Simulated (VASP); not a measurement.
Crystal: GaAs.

```
As Ga
1.0
     0.00000    2.84557    2.84557
     2.84557    0.00000    2.84557
     2.84557    2.84557    0.00000
As Ga
1 1
Direct
  0.75000 0.75000 0.75000
  0.00000 0.00000 0.00000
```

Base run:

| Property | Result |
| --- | --- |
| Program | VASP 6.6.1 |
| Functional | PBEsol |
| Potentials or basis | VASP PAW PBE potentials, release 64 (As, Ga_d) |
| Cutoff | 520 eV |
| k mesh | 8 × 8 × 8 |
| Occupations | fermi-dirac, width 0.05 eV |
| Spin | no spin polarisation |

Its results: band gap on the k mesh 0.31 eV, direct; pressure -1.0 GPa.

Q: After a change of settings the same cell gave: band gap on the k mesh 0.24 eV, direct; pressure 5.7 GPa. Which change was it?
A. functional from PBEsol to PBE; further incar settings from ALGO = Normal; EDIFF = 1e-06; NBANDS = 16 to ALGO = Normal; EDIFF = 1e-07; NBANDS = 16
B. functional from PBEsol to LDA; potentials or basis from VASP PAW PBE potentials, release 64 (As, Ga_d) to VASP PAW LDA potentials, release 64 (As, Ga_d)
C. dispersion from none to D3(BJ)
D. functional from PBEsol to BLYP

A: D.

BLYP binds less tightly than PBEsol, so the same cell stands under more pressure.

Caveats: the PAW data sets were made with another functional, which shifts forces and pressure a little.
